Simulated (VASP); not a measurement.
# SnPt3 (Pm-3m) in VASP: relaxation of volume and atoms at fixed shape with LDA

Aim: the relaxation of volume and atoms at fixed shape of SnPt3 with LDA.

Everything below comes from runs of VASP 6.6.1. Logs are shortened: lines on timing, memory, paths and dates and some standing lists are left out, and cuts for length are marked.

### 1 The cell of the first run

Symmetry: Pm-3m, No. 221, cubic system. The conventional cell has a = 4.000 Å, b = 4.000 Å, c = 4.000 Å, α = 90.00°, β = 90.00°, γ = 90.00°. Sn (site symmetry m-3m) has 12 Pt at 2.83 Å within 3.7 Å. Within 3.7 Å of Pt (site symmetry 4/mmm) lie 4 Sn at 2.83 Å and 8 Pt at 2.83 Å.

### 2 Relaxation of volume and atoms at fixed shape, LDA

Contents of INCAR:

```
SYSTEM = SnPt3
PREC = Accurate
ENCUT = 600
EDIFF = 1E-6
ISMEAR = -1
SIGMA = 0.05
LREAL = .FALSE.
LASPH = .TRUE.
NELM = 60
ALGO = Normal
ISIF = 8
LWAVE = .FALSE.
LCHARG = .FALSE.
IBRION = 2
NSW = 80
EDIFFG = -0.02
```

Contents of KPOINTS:

```
Automatic mesh
0
G
  12 12 12
  0 0 0
```

Contents of POSCAR:

```
SnPt3
1.0
    4.0000000000      0.0000000000      0.0000000000
    0.0000000000      4.0000000000      0.0000000000
    0.0000000000      0.0000000000      4.0000000000
Sn Pt
1 3
Direct
    0.0000000000      0.0000000000      0.0000000000
    0.0000000000      0.5000000000      0.5000000000
    0.5000000000      0.0000000000      0.5000000000
    0.5000000000      0.5000000000      0.0000000000
```

Potentials or basis: VASP PAW LDA potentials, release 64 (Sn_d, Pt).

Run with:

```bash
$ cat potpaw_LDA.64/Sn_d/POTCAR potpaw_LDA.64/Pt/POTCAR > POTCAR
$ mpirun -np 1 vasp_std > vasp.out
```

OUTCAR:

```text
SYSTEM = SnPt3
   PREC = Accurate
   ENCUT = 600
   EDIFF = 1E-6
   ISMEAR = -1
   LREAL = .FALSE.
   LASPH = .TRUE.
   NELM = 60
   ISIF = 8
   IBRION = 2
   NSW = 80
   EDIFFG = -0.02

 ion  position               nearest neighbor table
   1  0.000  0.000  0.000-   2 2.83   3 2.83   4 2.83   2 2.83   3 2.83   2 2.83   4 2.83   2 2.83
                             3 2.83   4 2.83   3 2.83   4 2.83
   2  0.000  0.500  0.500-   1 2.83   3 2.83   4 2.83   1 2.83   4 2.83   1 2.83   3 2.83   1 2.83
                             3 2.83   4 2.83   4 2.83   3 2.83
   3  0.500  0.000  0.500-   1 2.83   2 2.83   4 2.83   1 2.83   4 2.83   2 2.83   4 2.83   4 2.83
                             1 2.83   2 2.83   1 2.83   2 2.83
   4  0.500  0.500  0.000-   1 2.83   2 2.83   3 2.83   2 2.83   3 2.83   1 2.83   3 2.83   3 2.83
                             1 2.83   2 2.83   2 2.83   1 2.83

  LATTYP: Found a simple cubic cell.
 ALAT       =     4.0000000000

  Lattice vectors:

 A1 = (   4.0000000000,   0.0000000000,   0.0000000000)
 A2 = (   0.0000000000,   4.0000000000,   0.0000000000)
 A3 = (   0.0000000000,   0.0000000000,   4.0000000000)

Analysis of symmetry for initial positions (statically):
=====================================================================
 Subroutine PRICEL returns:
 Original cell was already a primitive cell.

 Routine SETGRP: Setting up the symmetry group for a
 simple cubic supercell.

 Subroutine GETGRP returns: Found 48 space group operations
 (whereof 48 operations were pure point group operations)
 out of a pool of 48 trial point group operations.

The static configuration has the point symmetry O_h .

Analysis of symmetry for dynamics (positions and initial velocities):
=====================================================================
 Subroutine PRICEL returns:
 Original cell was already a primitive cell.

 Routine SETGRP: Setting up the symmetry group for a
 simple cubic supercell.

 Subroutine GETGRP returns: Found 48 space group operations
 (whereof 48 operations were pure point group operations)
 out of a pool of 48 trial point group operations.

The dynamic configuration has the point symmetry O_h .

 Subroutine INISYM returns: Found 48 space group operations
 (whereof 48 operations are pure point group operations),
 and found     1 'primitive' translations

----------------------------------------------------------------------------------------

                                     Primitive cell

  volume of cell :      64.0000

  direct lattice vectors                    reciprocal lattice vectors
     4.000000000  0.000000000  0.000000000     0.250000000  0.000000000  0.000000000
     0.000000000  4.000000000  0.000000000     0.000000000  0.250000000  0.000000000
     0.000000000  0.000000000  4.000000000     0.000000000  0.000000000  0.250000000

  length of vectors
     4.000000000  4.000000000  4.000000000     0.250000000  0.250000000  0.250000000

  position of ions in fractional coordinates (direct lattice)
     0.000000000  0.000000000  0.000000000
     0.000000000  0.500000000  0.500000000
     0.500000000  0.000000000  0.500000000
     0.500000000  0.500000000  0.000000000

  ion indices of the primitive-cell ions
   primitive index   ion index
                 1           1
                 2           2
                 3           3
                 4           4

----------------------------------------------------------------------------------------

 KPOINTS: Automatic mesh

Automatic generation of k-mesh.
 Grid dimensions read from file:
 generate k-points for:   12   12   12

 Generating k-lattice:

  Cartesian coordinates                     Fractional coordinates (reciprocal lattice)
     0.020833333  0.000000000  0.000000000     0.083333333  0.000000000  0.000000000
     0.000000000  0.020833333  0.000000000     0.000000000  0.083333333  0.000000000
     0.000000000  0.000000000  0.020833333     0.000000000  0.000000000  0.083333333

  Length of vectors
     0.020833333  0.020833333  0.020833333

  Shift w.r.t. Gamma in fractional coordinates (k-lattice)
     0.000000000  0.000000000  0.000000000

 Subroutine IBZKPT returns following result:
 ===========================================

 Found     84 irreducible k-points:

 Following reciprocal coordinates:
            Coordinates               Weight
  0.000000  0.000000  0.000000      1.000000
  0.083333  0.000000  0.000000      6.000000
  0.166667  0.000000  0.000000      6.000000
  0.250000  0.000000  0.000000      6.000000
  0.333333  0.000000  0.000000      6.000000
  0.416667  0.000000  0.000000      6.000000
[... 16 lines left out ...]
  0.333333  0.333333  0.000000     12.000000
  0.416667  0.333333  0.000000     24.000000
 [... further k-points ...]
   k-points           NKPTS =     84   k-points in BZ     NKDIM =     84   number of bands    NBANDS=     26
   number of dos      NEDOS =    301   number of ions     NIONS =      4
   total plane-waves  NPLWV =  32768
   dimension x,y,z NGX =    32 NGY =   32 NGZ =   32
   dimension x,y,z NGXF=    64 NGYF=   64 NGZF=   64
   ions per type =               1   3
   NGX,Y,Z   is equivalent  to a cutoff of  13.30, 13.30, 13.30 a.u.
   NGXF,Y,Z  is equivalent  to a cutoff of  26.60, 26.60, 26.60 a.u.
 SYSTEM =  SnPt3
   PREC   = accura    normal or accurate (medium, high low for compatibility)
   ISTART =      0    job   : 0-new  1-cont  2-samecut
   ICHARG =      2    charge: 1-file 2-atom 10-const
   ISPIN  =      1    spin polarized calculation?
   LNONCOLLINEAR =      F non collinear calculations
   LSORBIT =      F    spin-orbit coupling
   LASPH  =      T    aspherical Exc in radial PAW
   ENCUT  =  600.0 eV  44.10 Ry    6.64 a.u.   7.99  7.99  7.99*2*pi/ulx,y,z
   NELM   =     60;   NELMIN=  2; NELMDL= -5     # of ELM steps
   EDIFF  = 0.1E-05   stopping-criterion for ELM
   LREAL  =      F    real-space projection
   EDIFFG = -.2E-01   stopping-criterion for IOM
   NSW    =     80    number of steps for IOM
   IBRION =      2    ionic relax: 0-MD 1-quasi-New 2-CG
   NFREE  =      1    steps in history (QN), initial steepest desc. (CG)
   ISIF   =      8    stress and relaxation
   ISYM   =      2    0-nonsym 1-usesym 2-fastsym
   POTIM  = 0.5000    time-step for ionic-motion
   TEBEG  =    0.0;   TEEND  =   0.0 temperature during run
   PSTRESS=    0.0 pullay stress
   NELECT =      44.0000    total number of electrons
   NUPDOWN=      -1.0000    fix difference up-down
   EMIN   =  10.00;   EMAX   =-10.00  energy-range for DOS
   EFERMI =   0.00;   METHOD = LEGACY
   ISMEAR =    -1;   SIGMA  =   0.05  broadening in eV -4-tet -1-fermi 0-gaus
   EFERMI_NEDOS =   21; number of points for ismear=-14 and -15
   IALGO  =     38    algorithm
   IMIX   =      4    mixing-type and parameters
     AMIX     =   0.40;   BMIX     =  1.00
     AMIX_MAG =   1.60;   BMIX_MAG =  1.00
  volume/ion in A,a.u.               =      16.00       107.97
  Fermi-wavevector in a.u.,A,eV,Ry     =   1.444882  2.730431 28.404667  2.087684
  Thomas-Fermi vector in A             =   2.563127
   LORBIT       =      0    0 simple, 1 ext, 2 COOP (PROOUT), +10 PAW based schemes
   GGA     = CA    functional components
   LHFCALC =     F    Hartree Fock is set to
   AEXX    =    0.0000 exact exchange contribution
   IVDW    =     0    specifies the selected vdW correction
   LEPSILON=     F    determine dielectric tensor
   LRPA    =     F    only Hartree local field effects (RPA)
 conjugate gradient relaxation of ions
 non-spin polarized calculation
  energy-cutoff  :      600.00
  volume of cell :       64.00
 maximum number of plane-waves:      2176
 NGX is ok and might be reduce to    32
   NGX = 15   NGY = 15   NGZ = 15

--------------------------------------- Ionic step        1  -------------------------------------------

 number of electron      44.0000015 magnetization

 Free energy of the ion-electron system (eV)
  ---------------------------------------------------
  ext. energy  EPLUGINS =         0.00000000
  ---------------------------------------------------
  free energy    TOTEN  =       -28.58241184 eV

  energy without entropy =      -28.57154164  energy(sigma->0) =      -28.57697674

------------------------ aborting loop because EDIFF is reached ----------------------------------------

  FORCE on cell =-STRESS in cart. coord.  units (eV):
  Direction    XX          YY          ZZ          XY          YZ          ZX
  --------------------------------------------------------------------------------------
  -------------------------------------------------------------------------------------
  Total       -1.0915350     -1.0915350     -1.0915350     -0.0000000     -0.0000000      0.0000000
  in kB      -27.3255107    -27.3255107    -27.3255107     -0.0000000     -0.0000000      0.0000000
  external PRESSURE =     -27.3255107 kB  Pullay stress =       0.0000000 kB

 VOLUME and BASIS-vectors are now :
 -----------------------------------------------------------------------------
  energy-cutoff  :      600.00
  volume of cell :       64.00
      direct lattice vectors                 reciprocal lattice vectors
     4.000000000  0.000000000  0.000000000     0.250000000  0.000000000  0.000000000
     0.000000000  4.000000000  0.000000000     0.000000000  0.250000000  0.000000000
     0.000000000  0.000000000  4.000000000     0.000000000  0.000000000  0.250000000
[... 39 lines left out ...]
 POSITION                                       TOTAL-FORCE (eV/Angst)
 -----------------------------------------------------------------------------------
      0.00000      0.00000      0.00000         0.000000      0.000000      0.000000
      0.00000      1.97367      1.97367         0.000000      0.000000      0.000000
      1.97367      0.00000      1.97367         0.000000      0.000000      0.000000
      1.97367      1.97367      0.00000         0.000000      0.000000      0.000000
 -----------------------------------------------------------------------------------
    total drift:                                0.000000     -0.000000     -0.000000

  FREE ENERGIE OF THE ION-ELECTRON SYSTEM (eV)
  ---------------------------------------------------
  free  energy   TOTEN  =       -28.5489829819 eV

  energy  without entropy=      -28.5380835088  energy(sigma->0) =      -28.54353325

--------------------------------------- Ionic step        3  -------------------------------------------

 number of electron      44.0000007 magnetization

 Free energy of the ion-electron system (eV)
  ---------------------------------------------------
  ext. energy  EPLUGINS =         0.00000000
  ---------------------------------------------------
  free energy    TOTEN  =       -28.58877293 eV

  energy without entropy =      -28.57788820  energy(sigma->0) =      -28.58333057

 E-fermi :  12.0584     XC(G=0): -13.3950

 val. band max:       12.0484604801   @ k =   0.0833   0.0833   0.0833
 cond. band min:      12.0784198745   @ k =   0.4167   0.4167   0.3333
 fundamental gap:      0.0299593944
 Fermi energy:        12.0584084129

 k-point     1 :       0.0000    0.0000    0.0000
  band No.  band energies     occupation
      1      -9.8946      2.00000
      2      -9.8946      2.00000
      3      -9.8788      2.00000
      4      -9.8788      2.00000
      5      -9.8788      2.00000
      6      -0.1585      2.00000
[... 18 lines left out ...]
     25      15.0104      0.00000
     26      18.4026      0.00000
[... 644 lines left out ...]
      4      -9.8632      2.00000
      5      -9.8307      2.00000
      6       2.4018      2.00000
[... 18 lines left out ...]
     25      16.8364      0.00000
     26      17.2102      0.00000

 [... further k-points ...]

------------------------ aborting loop because EDIFF is reached ----------------------------------------

  FORCE on cell =-STRESS in cart. coord.  units (eV):
  Direction    XX          YY          ZZ          XY          YZ          ZX
  --------------------------------------------------------------------------------------
  -------------------------------------------------------------------------------------
  Total       -0.0007906     -0.0007906     -0.0007906      0.0000000      0.0000000      0.0000000
  in kB       -0.0200210     -0.0200210     -0.0200210      0.0000000      0.0000000      0.0000000
  external PRESSURE =      -0.0200210 kB  Pullay stress =       0.0000000 kB

 VOLUME and BASIS-vectors are now :
 -----------------------------------------------------------------------------
  energy-cutoff  :      600.00
  volume of cell :       63.27
      direct lattice vectors                 reciprocal lattice vectors
     3.984694337  0.000000000  0.000000000     0.250960278  0.000000000  0.000000000
     0.000000000  3.984694337  0.000000000     0.000000000  0.250960278  0.000000000
     0.000000000  0.000000000  3.984694337     0.000000000  0.000000000  0.250960278

 POSITION                                       TOTAL-FORCE (eV/Angst)
 -----------------------------------------------------------------------------------
      0.00000      0.00000      0.00000         0.000000      0.000000      0.000000
      0.00000      1.99235      1.99235         0.000000      0.000000      0.000000
      1.99235      0.00000      1.99235         0.000000      0.000000      0.000000
      1.99235      1.99235      0.00000         0.000000      0.000000      0.000000
 -----------------------------------------------------------------------------------
    total drift:                                0.000000     -0.000000     -0.000000

  FREE ENERGIE OF THE ION-ELECTRON SYSTEM (eV)
  ---------------------------------------------------
  free  energy   TOTEN  =       -28.5887729347 eV

  energy  without entropy=      -28.5778882036  energy(sigma->0) =      -28.58333057

 reached required accuracy - stopping structural energy minimisation
```

Wall time 4.9 min (1 thread of Oxide Virtual Turin-like, shared host); peak memory 0.24 GiB.

Results:

* Free energy: -28.5888 eV
* Relaxed volume: 15.82 Å³/atom
* Relaxed cell: a = 3.985 Å, b = 3.985 Å, c = 3.985 Å, α = 90.00°, β = 90.00°, γ = 90.00°
* Space group after relaxing (to 0.05 Å): Pm-3m (No. 221)
* Energy gained by relaxing: 1.6 meV/atom
* Ionic steps: 3
* Pressure after relaxing: 0.0 GPa
* Band gap on the k mesh: zero (band 22 reaches 12.18 eV, above the bottom of band 23 at 11.71 eV)

The path:
```tsv
step	energy change (eV)	largest force (eV/Å)	pressure (GPa)	volume (Å³)
1	0.0000	0.0000	-2.73	64.00
2	0.0334	0.0000	7.53	61.51
3	-0.0064	0.0000	0.00	63.27
```

Final structure:
```
Sn Pt
1.0
     3.98469    0.00000    0.00000
     0.00000    3.98469    0.00000
     0.00000    0.00000    3.98469
Sn Pt
1 3
Direct
  0.00000 0.00000 0.00000
  0.00000 0.50000 0.50000
  0.50000 0.00000 0.50000
  0.50000 0.50000 0.00000
```

Caveat: spin-orbit coupling is left out, which moves the levels of the heavy elements. LDA usually gives volumes a few per cent too small.
